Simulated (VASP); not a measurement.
**Si: single point with r2SCAN**

The system is Si.

```xyz
2
Lattice="-1.6588 -1.6588 1.2763 -1.6588 1.6588 1.2763 -3.3177 0.0000 -2.5527" Properties=species:S:1:pos:R:3 pbc="T T T"
Si   -3.3409    0.0000    0.0093
Si    0.0232    0.0000   -0.0093
```

```json
{
 "Program": "VASP 6.6.1",
 "Task": "single point",
 "Functional": "r2SCAN",
 "Potentials or basis": "VASP PAW PBE potentials, release 64 (Si)",
 "Cutoff": "520 eV",
 "k mesh": "24 × 24 × 16",
 "Occupations": "gaussian, width 0.15 eV",
 "Spin": "no spin polarisation"
}
```

| Item | Value |
| --- | --- |
| Pressure | 0.2 GPa |
| Largest force | 0.017 eV/Å |
| Band gap on the k mesh | zero (bands 4 and 5 overlap by 9.03 eV) |

Forces in eV/Å, atoms in the order of the input:
```
Si   0.016  0.000 -0.006
Si  -0.016  0.000  0.006
```

Stress tensor (GPa, compression positive):
```
-0.15  0.00 -0.16
 0.00  0.03  0.00
-0.16  0.00  0.60
```

Levels at points of the mesh, in eV from the Fermi level:
| k point | band 1 | band 2 | band 3 | band 4 | band 5 | band 6 | band 7 | band 8 | band 9 |
| --- | --- | --- | --- | --- | --- | --- | --- | --- | --- |
| (0.00, 0.00, 0.00) | -15.61 | -6.79 | -5.97 | 5.01 | 6.32 | 6.69 | 9.34 | 9.87 | 10.01 |
| (0.50, 0.00, 0.00) | -9.92 | -9.84 | -3.15 | -3.00 | 1.43 | 1.50 | 7.48 | 7.50 | 10.67 |
| (0.50, 0.50, 0.00) | -6.79 | -5.97 | -3.07 | -3.07 | -2.25 | 1.10 | 5.01 | 6.07 | 6.33 |
| (0.00, 0.00, 0.50) | -13.32 | -13.22 | 4.49 | 4.49 | 5.39 | 5.55 | 7.41 | 7.62 | 10.09 |
| (0.50, 0.00, 0.50) | -9.39 | -8.01 | -6.79 | -5.96 | 5.02 | 6.32 | 6.69 | 9.89 | 10.95 |
| (0.50, 0.50, 0.50) | -6.57 | -6.55 | -1.96 | -1.74 | -0.97 | -0.84 | 1.60 | 1.67 | 7.40 |

Run time: 35 min on 1 thread of Oxide Virtual Turin-like Processor (shared host), peak memory 0.59 GiB.

Caveat: the PAW data sets were made with another functional, which shifts forces and pressure a little.
